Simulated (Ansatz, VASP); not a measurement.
Ge in VASP and in Ansatz

INCAR

```
ALGO = Normal
EDIFF = 1E-7
ENCUT = 520
GGA = PS
ISIF = 2
ISMEAR = -1
LASPH = T
LCHARG = F
LREAL = F
LWAVE = F
NBANDS = 36
NELM = 60
PREC = Accurate
SIGMA = 0.05
```

File KPOINTS:

```
k-points
0
Gamma
  11 11 6
```

POSCAR

```
Ge
1.0
    4.0775375600      0.0000000000      0.0000000000
   -2.0387687800      3.5312511118      0.0000000000
    0.0000000000      0.0000000000      6.5993779500
Ge
4
Direct
    0.6666666667      0.3333333333      0.0629012500
    0.3333333333      0.6666666667      0.5629012500
    0.6666666667      0.3333333333      0.4370987500
    0.3333333333      0.6666666667      0.9370987500
```

Input for Ansatz:

```yaml
crystal:
  lattice:
    - [4.07753756, 0.0, 0.0]
    - [-2.03876878, 3.5312511118, 0.0]
    - [0.0, 0.0, 6.59937795]
  atoms:
    - { symbol: Ge, position: [0.6666666667, 0.3333333333, 0.06290125] }
    - { symbol: Ge, position: [0.3333333333, 0.6666666667, 0.56290125] }
    - { symbol: Ge, position: [0.6666666667, 0.3333333333, 0.43709875] }
    - { symbol: Ge, position: [0.3333333333, 0.6666666667, 0.93709875] }
kpoints:
  mp_grid: { grid: [11, 11, 6] }
  band_path:
    path:
      - [0.0, 0.0, 0.0]
      - [0.5, 0.0, 0.0]
      - [0.3333333333, 0.3333333333, 0.0]
      - [0.0, 0.0, 0.0]
      - [0.0, 0.0, 0.5]
      - [0.5, 0.0, 0.5]
      - [0.3333333333, 0.3333333333, 0.5]
      - [0.0, 0.0, 0.5]
      - [0.5, 0.0, 0.5]
    npoints: 5
scf:
  occupations: { method: fermi_dirac, width: 0.05 }
hamiltonian:
  xc: pbesol
  pseudopotentials: { kind: all_electron, lapw: { basis_error: 0.001 } }
output:
  forces: true
  stress: true
  eigenvalues: true
```

Change from the starting cell: equal xx and yy strain of +2 %.

Alike in both runs: task single point; functional PBEsol; k mesh 11 × 11 × 6; occupations fermi-dirac, width 0.05 eV; no spin polarisation.

```csv
,VASP,Ansatz
version,VASP 6.6.1,Ansatz 0.2.0
potentials or method,"VASP PAW PBE potentials, release 64 (Ge_d), cutoff 520 eV","all-electron LAPW, scalar-relativistic"
```

|  | VASP | Ansatz | Ansatz less VASP |
| --- | --- | --- | --- |
| pressure (GPa) | -2.5 | -2.4 | +0.07 |
| traceless stress, the component that is largest in VASP (GPa) | 2.00 | 2.00 | -0.003 |
| rms of the force components (eV/Å) | 0.103 | 0.104 | +0.0007 |

VASP's potentials were made for PBE, not for PBEsol. Atom by atom the forces differ by 0.001 eV/Å (rms over components). Ansatz ran all-electron here, and VASP with PAW potentials.
